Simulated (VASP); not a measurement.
Input of a VASP 6.6.1 run:

File POSCAR:

```
AlN
1.0
    0.0000000000      2.1848764125      2.1630276483
    2.1848764125      0.0000000000      2.1630276483
    2.1848764125      2.1848764125      0.0000000000
Al N
1 1
Direct
    0.0000000000      0.0000000000      0.0000000000
    0.2500000000      0.2500000000      0.2500000000
```

The input INCAR.step1:

```
PREC = Accurate
ENCUT = 520
ISMEAR = 0
SIGMA = 0.01
LREAL = F
LASPH = T
NELM = 80
NBANDS = 11
GGA = PE
ALGO = Normal
EDIFF = 1E-4
LWAVE = T
LCHARG = F
```

INCAR.step2

```
PREC = Accurate
ENCUT = 520
EDIFF = 1E-6
ISMEAR = 0
SIGMA = 0.01
LREAL = F
LASPH = T
NELM = 80
ALGO = Normal
ISIF = 2
LWAVE = F
LCHARG = T
METAGGA = R2SCAN
LMIXTAU = T
LELF = T
LVHAR = T
NBANDS = 11
ISTART = 1
```

KPOINTS

```
regular mesh
0
Gamma
  10 10 10
```

Potentials or basis: VASP PAW PBE potentials, release 64 (Al, N).

The run is started by

```console
$ cat potpaw_PBE.64/Al/POTCAR potpaw_PBE.64/N/POTCAR > POTCAR
$ cp INCAR.step1 INCAR
$ mpirun -np 1 vasp_std > vasp.out
$ cp INCAR.step2 INCAR
$ mpirun -np 1 vasp_std > vasp.out
```

Task: Estimate the pressure.

Result: 1.8 GPa.

Task: What does it give for the band gap on the k mesh?

Result: 3.88 eV (least direct gap 4.95 eV).

Stress tensor (GPa, compression positive):
```
1.29 0.00 0.00
0.00 1.29 0.00
0.00 0.00 2.71
```

Caveat: the cell differs from its parent crystal (uniaxial z strain -1.0%); the PAW data sets were made with another functional, which shifts forces and pressure a little. A k mesh can miss the band edges.
